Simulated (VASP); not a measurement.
Here is a VASP 6.6.1 calculation.

File INCAR:

```
PREC = Accurate
ENCUT = 520
EDIFF = 1E-7
ISMEAR = 0
SIGMA = 0.1
LREAL = F
LASPH = T
NELM = 100
ALGO = Normal
ISIF = 2
LWAVE = F
LCHARG = F
GGA = PE
NBANDS = 18
```

The input KPOINTS:

```
regular mesh
0
Gamma
  14 14 14
```

Contents of POSCAR:

```
Al3Au
1.0
   -2.0681687930      2.0681687930      4.3857930900
    2.0681687930     -2.0681687930      4.3857930900
    2.0681687930      2.0681687930     -4.3857930900
Al Au
3 1
Direct
    0.7500000000      0.2500000000      0.5000000000
    0.2500000000      0.7500000000      0.5000000000
    0.5000000000      0.5000000000      0.0000000000
    0.0000000000      0.0000000000      0.0000000000
```

Potentials or basis: VASP PAW PBE potentials, release 64 (Al, Au).

The run is started by

```console
$ cat potpaw_PBE.64/Al/POTCAR potpaw_PBE.64/Au/POTCAR > POTCAR
$ mpirun -np 1 vasp_std > vasp.out
```

(1) Predict the pressure.

(2) Predict the band gap on the k mesh.

Results:

(1) -7.9 GPa.

(2) zero (band 10 reaches 9.48 eV, above the bottom of band 11 at 5.54 eV).

Caveat: the cell differs from its parent crystal (strained); spin-orbit coupling is left out, which moves the levels of the heavy elements.
